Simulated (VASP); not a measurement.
A run of VASP 6.6.1 is set up as follows.

INCAR

```
SYSTEM = HfCrSe4
ALGO     = Normal         ! electronic algorithm
EDIFF    = 1E-6           ! SCF threshold, eV
ENCUT    = 520            ! plane-wave cutoff, eV
GGA      = PS             ! functional
ISIF     = 2              ! what is computed and relaxed
ISMEAR   = 1              ! smearing method
LASPH    = .True.         ! aspherical terms in the spheres
LCHARG   = .False.        ! write CHGCAR
LREAL    = .False.        ! projectors in reciprocal space
LWAVE    = .False.        ! write WAVECAR
NBANDS   = 32             ! bands
NELM     = 100            ! most SCF steps
PREC     = Accurate       ! precision mode
SIGMA    = 0.025          ! smearing width, eV
```

KPOINTS

```
k-points
0
Gamma
  3 5 3
  0 0 0
```

File POSCAR:

```
HfCrSe4
1.0
    6.0801940000      0.0000000000      0.0000000000
    0.0000000000      3.6570870000      0.0000000000
    0.0000000000      0.0000000000      6.1798690000
Se Cr Hf
4 1 1
Direct
    0.2500000000      0.0000000000      0.3300000000
    0.7500000000      0.0000000000      0.6700000000
    0.2500000000      0.5000000000      0.8300000000
    0.7500000000      0.5000000000      0.1700000000
    0.0000000000      0.0000000000      0.0000000000
    0.0000000000      0.5000000000      0.5000000000
```

Potentials or basis: VASP PAW PBE potentials, release 64 (Se, Cr_pv, Hf_pv).

Launch:

```bash
$ cat potpaw_PBE.64/Se/POTCAR potpaw_PBE.64/Cr_pv/POTCAR potpaw_PBE.64/Hf_pv/POTCAR > POTCAR
$ mpirun -np 1 vasp_std > vasp.out
```

(1) Predict the pressure.

(2) Estimate the band gap on the k mesh.

(3) What does it give for the largest force?

Results:

(1) -3.3 GPa.

(2) zero (band 23 reaches 3.73 eV, above the bottom of band 24 at 3.65 eV).

(3) 1.553 eV/Å.

Caveat: the PAW data sets were made with another functional, which shifts forces and pressure a little; spin-orbit coupling is left out, which moves the levels of the heavy elements; this functional lacks dispersion, which binds the layers, so the pressure and a relaxed spacing across them are unreliable; the run has no spin polarisation, though such a crystal can be magnetic.
